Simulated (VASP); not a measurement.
Input of a VASP 6.6.1 run:

The input INCAR:

```
SYSTEM = Si
ALGO = Normal
DIPOL = 0.5 0.5 0.500
EDIFF = 1E-7
ENCUT = 520
GGA = CA
IDIPOL = 3
ISIF = 2
ISMEAR = 0
LASPH = .True.
LCHARG = .True.
LDIPOL = .True.
LELF = .True.
LREAL = .False.
LVACPOTAV = .True.
LVHAR = .True.
LWAVE = .False.
NBANDS = 11
NELM = 100
PREC = Accurate
SIGMA = 0.1
```

File KPOINTS:

```
k-points
0
Gamma
  15 15 1
  0 0 0
```

The input POSCAR:

```
Si
1.0
    4.0150000000      0.0000000000      0.0000000000
   -2.0075000000      3.4770919962      0.0000000000
    0.0000000000      0.0000000000     28.0000000000
Si
2
Direct
    0.3333333333      0.6666666667      0.5178571429
    0.6666666667      0.3333333333      0.4821428571
```

Potentials or basis: VASP PAW LDA potentials, release 64 (Si).

The run is started by

```bash
$ cat potpaw_LDA.64/Si/POTCAR > POTCAR
$ mpirun -np 1 vasp_std > vasp.out
```

Problem. Predict the work function of the lower face.

Solution. 4.65 eV.

Problem. What does it give for the work function of the upper face?

Solution. 4.65 eV.

Problem. Estimate the band gap on the k mesh.

Solution. Zero (bands 4 and 5 overlap by 0.32 eV).

Problem. What does it give for the largest force?

Solution. 2.398 eV/Å.

Forces on the atoms (eV/Å):
```
Si   0.000  0.000 -2.398
Si   0.000  0.000  2.398
```
